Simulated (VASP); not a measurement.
Input of a VASP 6.6.1 run:

Contents of POSCAR:

```
NaI
1.0
    0.0000000000      3.4165613001      2.9040771051
    3.4165613001      0.0000000000      2.9040771051
    3.4165613001      3.4165613001      0.0000000000
Na I
1 1
Direct
    0.0000000000      0.0000000000      0.0000000000
    0.5000000000      0.5000000000      0.5000000000
```

Contents of INCAR.step1:

```
SYSTEM = NaI
PREC = Accurate
ENCUT = 520
ISMEAR = 0
SIGMA = 0.05
LREAL = .FALSE.
LASPH = .TRUE.
NELM = 80
NBANDS = 14
GGA = PE
ALGO = Normal
EDIFF = 1E-4
LWAVE = .TRUE.
LCHARG = .FALSE.
```

The input INCAR.step2:

```
SYSTEM = NaI
PREC = Accurate
ENCUT = 520
EDIFF = 1E-6
ISMEAR = 0
SIGMA = 0.05
LREAL = .FALSE.
LASPH = .TRUE.
NELM = 80
ALGO = Normal
ISIF = 2
LWAVE = .FALSE.
LCHARG = .FALSE.
METAGGA = R2SCAN
LMIXTAU = .TRUE.
NBANDS = 14
ISTART = 1
```

The input KPOINTS:

```
regular mesh
0
G
  8 8 8
  0 0 0
```

Potentials or basis: VASP PAW PBE potentials, release 64 (Na_pv, I).

The run is started by

```sh
$ cat potpaw_PBE.64/Na_pv/POTCAR potpaw_PBE.64/I/POTCAR > POTCAR
$ cp INCAR.step1 INCAR
$ mpirun -np 1 vasp_std > vasp.out
$ cp INCAR.step2 INCAR
$ mpirun -np 1 vasp_std > vasp.out
```

Q: Estimate the pressure.

A: 1.1 GPa.

Q: Predict the band gap on the k mesh.

A: 4.39 eV.

Stress tensor (GPa, compression positive):
```
-1.00  0.00  0.00
 0.00 -1.00  0.00
 0.00  0.00  5.25
```

Caveat: the PAW data sets were made with another functional, which shifts forces and pressure a little; spin-orbit coupling is left out, which moves the levels of the heavy elements. A k mesh can miss the band edges.
